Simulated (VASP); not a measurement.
# Cd: single point with r2SCAN

Cd, a slab with vacuum:

```
Cd
1.0
     3.09054    0.00000    0.00000
    -1.03018    2.91379    0.00000
     0.00000    0.00000   19.04682
Cd
3
Direct
  0.00000 0.00000 0.36752
  0.50000 0.50000 0.50000
  0.00000 0.00000 0.63248
```

```json
{"Program": "VASP 6.6.1", "Task": "single point", "Functional": "r2SCAN", "Potentials or basis": "VASP PAW PBE potentials, release 64 (Cd)", "Cutoff": "520 eV", "k mesh": "6 × 6 × 1", "Occupations": "fermi-dirac, width 0.1 eV", "Spin": "no spin polarisation", "Dipole correction": "yes", "Electric field (eV/Å)": "0.05 eV/Å", "Further INCAR settings": "ALGO = Normal; EDIFF = 1e-06; NBANDS = 25; EFIELD = 0.05"}
```

```yaml
Largest_force: 0.256 eV/Å
Band_gap_on_the_k_mesh: zero (bands 18 and 19 overlap by 1.96 eV)
```

Forces in eV/Å, atoms in the order of the input:
```
Cd   0.000  0.000 -0.256
Cd   0.000  0.000  0.003
Cd   0.000  0.000  0.254
```

Levels at points of the mesh, in eV from the Fermi level:
```csv
k point,band 14,band 15,band 16,band 17,band 18,band 19,band 20,band 21,band 22,band 23
"(0.00, 0.00, 0.00)",-8.82,-8.69,-8.35,-6.48,-3.67,-0.89,2.75,4.28,4.54,6.58
"(0.50, 0.00, 0.00)",-8.67,-8.56,-2.93,-2.65,-1.40,-0.78,0.92,1.59,4.13,5.37
"(0.50, 0.50, 0.00)",-8.45,-8.45,-1.49,-0.59,0.30,0.79,2.29,3.27,4.24,4.97
```

It used 190 s of CPU time on 1 thread of Intel(R) Xeon(R) Platinum 8488C (Sapphire Rapids), with other jobs on the host.

Caveat: the PAW data sets were made with another functional, which shifts forces and pressure a little.
